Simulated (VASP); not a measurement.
# NaH (F-43m) in VASP: G0W0 quasiparticle levels with PBE

Aim: the G0W0 quasiparticle levels of NaH with PBE.

Everything below comes from runs of VASP 6.6.1. Logs are shortened: lines on timing, memory, paths and dates and some standing lists are left out, and cuts for length are marked.

### Step 1. The cell of the first run

Symmetry: F-43m, No. 216, cubic system. Conventional cell: a = 5.194 Å, b = 5.194 Å, c = 5.194 Å, α = 90.00°, β = 90.00°, γ = 90.00°. Within 3.0 Å of Na (site symmetry -43m) lie 4 H at 2.25 Å. H (site symmetry -43m) has 4 Na at 2.25 Å within 3.0 Å.

### Step 2. G0W0 quasiparticle levels, PBE

Input file POSCAR:

```
NaH
1.0
    0.0000000000      2.5969210594      2.5969210594
    2.5969210594      0.0000000000      2.5969210594
    2.5969210594      2.5969210594      0.0000000000
Na H
1 1
Direct
    0.0000000000      0.0000000000      0.0000000000
    0.2500000000      0.2500000000      0.2500000000
```

Input file INCAR.step1:

```
SYSTEM = NaH
PREC = Accurate ; ENCUT = 500
EDIFF = 1E-8 ; ISMEAR = 0
SIGMA = 0.01 ; LREAL = .FALSE.
LASPH = .TRUE. ; NELM = 60
ALGO = Normal ; LWAVE = .TRUE.
LCHARG = .FALSE. ; GGA = PE
```

Input file INCAR.step2:

```
SYSTEM = NaH
PREC = Accurate ; ENCUT = 500
EDIFF = 1E-8 ; ISMEAR = 0
SIGMA = 0.01 ; LREAL = .FALSE.
LASPH = .TRUE. ; NELM = 1
ALGO = Exact ; LWAVE = .TRUE.
LCHARG = .FALSE. ; GGA = PE
NBANDS = 136 ; LOPTICS = .TRUE.
ISTART = 1
```

Input file INCAR.step3:

```
SYSTEM = NaH
PREC = Accurate ; ENCUT = 500
EDIFF = 1E-8 ; ISMEAR = 0
SIGMA = 0.01 ; LREAL = .FALSE.
LASPH = .TRUE. ; ALGO = EVGW0
LWAVE = .FALSE. ; LCHARG = .FALSE.
GGA = PE ; NELMGW = 1
NBANDS = 136 ; ENCUTGW = 140.0
NOMEGA = 96 ; PRECFOCK = Fast
ISTART = 1 ; NBANDSGW = 13
OMEGAMAX = 20
```

Input file KPOINTS:

```
Automatic mesh
0
G
  4 4 4
  0 0 0
```

Potentials or basis: VASP PAW PBE potentials, release 64 (Na_sv_GW, H_GW).

Launch:

```console
$ cat potpaw_PBE.64/Na_sv_GW/POTCAR potpaw_PBE.64/H_GW/POTCAR > POTCAR
$ cp INCAR.step1 INCAR
$ mpirun -np 1 vasp_std > vasp.out
$ cp INCAR.step2 INCAR
$ mpirun -np 1 vasp_std > vasp.out
$ cp INCAR.step3 INCAR
$ mpirun -np 1 vasp_std > vasp.out
```

OUTCAR:

```text
SYSTEM = NaH
   PREC = Accurate
   ENCUT = 500
   EDIFF = 1E-8
   ISMEAR = 0
   LREAL = .FALSE.
   LASPH = .TRUE.
   GGA = PE
   NELMGW = 1
   ENCUTGW = 140.0
   PRECFOCK = Fast
   ISTART = 1

 ion  position               nearest neighbor table
   1  0.000  0.000  0.000-
   2  0.250  0.250  0.250-

  LATTYP: Found a face centered cubic cell.
 ALAT       =     5.1938421188

  Lattice vectors:

 A1 = (   0.0000000000,   2.5969210594,   2.5969210594)
 A2 = (   2.5969210594,   0.0000000000,   2.5969210594)
 A3 = (   2.5969210594,   2.5969210594,   0.0000000000)

Analysis of symmetry for initial positions (statically):
=====================================================================
 Subroutine PRICEL returns:
 Original cell was already a primitive cell.

 Routine SETGRP: Setting up the symmetry group for a
 face centered cubic supercell.

 Subroutine GETGRP returns: Found 24 space group operations
 (whereof 24 operations were pure point group operations)
 out of a pool of 48 trial point group operations.

The static configuration has the point symmetry T_d .

Analysis of symmetry for dynamics (positions and initial velocities):
=====================================================================
 Subroutine PRICEL returns:
 Original cell was already a primitive cell.

 Routine SETGRP: Setting up the symmetry group for a
 face centered cubic supercell.

 Subroutine GETGRP returns: Found 24 space group operations
 (whereof 24 operations were pure point group operations)
 out of a pool of 48 trial point group operations.

The dynamic configuration has the point symmetry T_d .

 Subroutine INISYM returns: Found 24 space group operations
 (whereof 24 operations are pure point group operations),
 and found     1 'primitive' translations

----------------------------------------------------------------------------------------

[... 75 lines left out ...]
   EDIFF  = 0.1E-07   stopping-criterion for ELM
   LREAL  =      F    real-space projection
   EDIFFG = 0.1E-06   stopping-criterion for IOM
   NSW    =      0    number of steps for IOM
   IBRION =     -1    ionic relax: 0-MD 1-quasi-New 2-CG
   NFREE  =      0    steps in history (QN), initial steepest desc. (CG)
   ISIF   =      0    stress and relaxation
   ISYM   =      3    0-nonsym 1-usesym 2-fastsym
   POTIM  = 0.5000    time-step for ionic-motion
   TEBEG  =    0.0;   TEEND  =   0.0 temperature during run
   PSTRESS=    0.0 pullay stress
   NELECT =      10.0000    total number of electrons
   NUPDOWN=      -1.0000    fix difference up-down
   EMIN   =  10.00;   EMAX   =-10.00  energy-range for DOS
   EFERMI =   0.00;   METHOD = LEGACY
   ISMEAR =     0;   SIGMA  =   0.01  broadening in eV -4-tet -1-fermi 0-gaus
   EFERMI_NEDOS =   21; number of points for ismear=-14 and -15
   IALGO  =     38    algorithm
   IMIX   =      4    mixing-type and parameters
     AMIX     =   0.40;   BMIX     =  1.00
     AMIX_MAG =   1.60;   BMIX_MAG =  1.00
  volume/ion in A,a.u.               =      17.51       118.19
  Fermi-wavevector in a.u.,A,eV,Ry     =   1.077969  2.037065 15.810190  1.162016
  Thomas-Fermi vector in A             =   2.213895
   LORBIT       =      0    0 simple, 1 ext, 2 COOP (PROOUT), +10 PAW based schemes
   GGA     = PE    functional components
   LHFCALC =     T    Hartree Fock is set to
   PRECFOCK=fast      Normal, Fast or Accurate (Low or Medium for compatibility)
   ENCUT4O =  -1.0   cutoff for four orbital integrals eV
   NKREDX  =     1    reduce k-point grid by
   NKREDY  =     1    reduce k-point grid by
   NKREDZ  =     1    reduce k-point grid by
   AEXX    =    1.0000 exact exchange contribution
   HFSCREEN=    0.0000 screening length (either q_TF or 0.3 A-1)
   HFSCREENC=   0.0000 screening length for correlation (either q_TF or 0.3 A-1)
   ENCUTFOCK=  -1.0 apply spherical cutoff to Coloumb kernel
   IVDW    =     0    specifies the selected vdW correction
   LEPSILON=     F    determine dielectric tensor
   LRPA    =     F    only Hartree local field effects (RPA)
   LRPAFORCE           =     F    calculate RPA forces
   ENCUTGW             = 140.0    cutoff for response function in eV
   ENCUTGWSOFT         = 112.0    soft cutoff for Coulomb kernel in GW response function in eV
   ENCUTLF             =  -1.0    cutoff for local field effects
   NELMGW              =     1    number of iterations in solving QP/BSE equation
   NELMHF              =     1    number of iterations in the inner HF iteration
   NKREDLFX            =     1    NKREDLFY  =   1   NKREDLFZ  =   1
 non-spin polarized calculation
 Gauss-broadening in eV      SIGMA  =   0.01
  energy-cutoff  :      500.00
  volume of cell :       35.03
 maximum number of plane-waves:       896
 NGX is ok and might be reduce to    28
  NGX = 16; NGY = 16; NGZ = 16
   NGX = 13   NGY = 13   NGZ = 13
 maximum number of plane-waves:       138

 QP shifts <psi_nk| G(iteration)W_0 |psi_nk>: iteration 1
 for sc-GW calculations column KS-energies equals QP-energies in previous step
 and V_xc(KS)=  KS-energies - (<T + V_ion + V_H > + <T+V_H+V_ion>^1  + <V_x>^1)

 k-point   1 :       0.0000    0.0000    0.0000
  band No.  KS-energies  QP-energies   sigma(KS)   V_xc(KS)     V^pw_x(r,r')   Z            occupation Imag(sigma)

      1     -52.0072     -60.4725     -41.0791     -29.2729     -49.1430       0.7170       2.0000       0.2757
      2     -23.9333     -29.1512     -35.3567     -28.3465     -41.3803       0.7443       2.0000       0.0702
      3     -23.9333     -29.1512     -35.3567     -28.3465     -41.3803       0.7443       2.0000       0.0702
      4     -23.9333     -29.1512     -35.3567     -28.3465     -41.3803       0.7443       2.0000       0.0702
      5      -4.7722      -6.4031     -10.9478      -8.5152     -13.2817       0.6704       2.0000       0.1508
      6       6.2844       6.9266      -7.9853      -8.9190      -4.2454       0.6878       0.0000      -0.1599
      7      11.3953      12.3074      -5.7270      -6.8479      -1.8535       0.8137       0.0000      -0.6090
      8      11.3953      12.3074      -5.7270      -6.8479      -1.8535       0.8137       0.0000      -0.6090
      9      11.3953      12.3074      -5.7270      -6.8479      -1.8535       0.8137       0.0000      -0.6090
     10      14.0751      14.8298      -6.2103      -7.2020      -2.0805       0.7610       0.0000      -0.7992
     11      14.0751      14.8298      -6.2103      -7.2020      -2.0805       0.7610       0.0000      -0.7992
     12      14.0751      14.8298      -6.2103      -7.2020      -2.0805       0.7610       0.0000      -0.7992
     13      16.8574      17.3849      -4.3138      -4.9528      -0.6578       0.8255       0.0000      -1.0594
[... 106 lines left out ...]
      1     -52.0039     -60.5696     -41.0849     -29.2805     -49.1505       0.7256       2.0000       0.2761
      2     -23.9671     -29.1440     -35.2629     -28.2488     -41.2750       0.7381       2.0000       0.0741
      3     -23.9622     -29.1331     -35.2665     -28.2635     -41.2834       0.7384       2.0000       0.0721
      4     -23.9502     -29.1356     -35.3044     -28.2990     -41.3242       0.7402       2.0000       0.0717
      5      -1.9414      -3.5937     -12.9212     -10.6585     -14.4581       0.7302       2.0000       0.0568
      6       3.9451       4.5651      -5.2195      -6.0046      -2.2326       0.7897       0.0000      -0.0739
      7       4.1523       4.6925      -5.3176      -6.0159      -2.1864       0.7736       0.0000      -0.0869
      8       5.3647       6.3444      -6.2900      -7.5501      -3.0371       0.7775       0.0000      -0.0848
      9      12.1780      12.8775      -6.4285      -7.3695      -2.3022       0.7433       0.0000      -0.7494
     10      13.3165      14.2053      -5.7984      -6.9447      -1.8615       0.7754       0.0000      -0.6958
     11      15.1706      16.1287      -6.3406      -7.5127      -2.2237       0.8174       0.0000      -0.9211
     12      16.1259      17.0383      -5.7294      -6.8948      -1.6000       0.7830       0.0000      -0.9752
     13      20.7051      21.6927      -6.5087      -7.8047      -1.8556       0.7620       0.0000      -1.6280
```

OUTCAR.step2:

```text
SYSTEM = NaH
   PREC = Accurate
   ENCUT = 500
   EDIFF = 1E-8
[... 698 lines left out ...]
  --------------------------------------------------------------------------------------------------------------
     0.00000     2.78589     2.78589     2.78589    -0.00000     0.00000    -0.00000
     2.26885     3.14441     3.14441     3.14441    -0.00000     0.00000    -0.00000
     4.53769     3.39350     3.39350     3.39350     0.00000    -0.00000    -0.00000
     6.80654     0.03708     0.03708     0.03708     0.00000    -0.00000     0.00000
     9.07539    -0.40206    -0.40206    -0.40206    -0.00000     0.00000    -0.00000
    11.34424    -0.38840    -0.38840    -0.38840     0.00000    -0.00000     0.00000
[... 92 lines left out ...]
   222.34701     0.99234     0.99234     0.99234     0.00000     0.00000     0.00000
   224.61586     0.99253     0.99253     0.99253     0.00000     0.00000     0.00000
```

It took 2.2 min on 1 thread of Intel Xeon Platinum 8259CL at 2.50GHz (Skylake/Cascade Lake), shared host; peak memory 0.33 GiB.

What came out:

| Quantity | Value |
| --- | --- |
| Quasiparticle gap | 5.87 eV |
| Least direct quasiparticle gap | 6.58 eV |
| Band gap of the starting levels on the mesh | 3.61 eV |
| Least direct gap of the starting levels on the mesh | 4.32 eV |

Caveat: the k points lie up to 0.52 Å⁻¹ apart; bands, screening cutoff and mesh are small and nothing is extrapolated, so the quasiparticle values aren't converged; the structure was generated, so it needn't be the stable form of NaH.
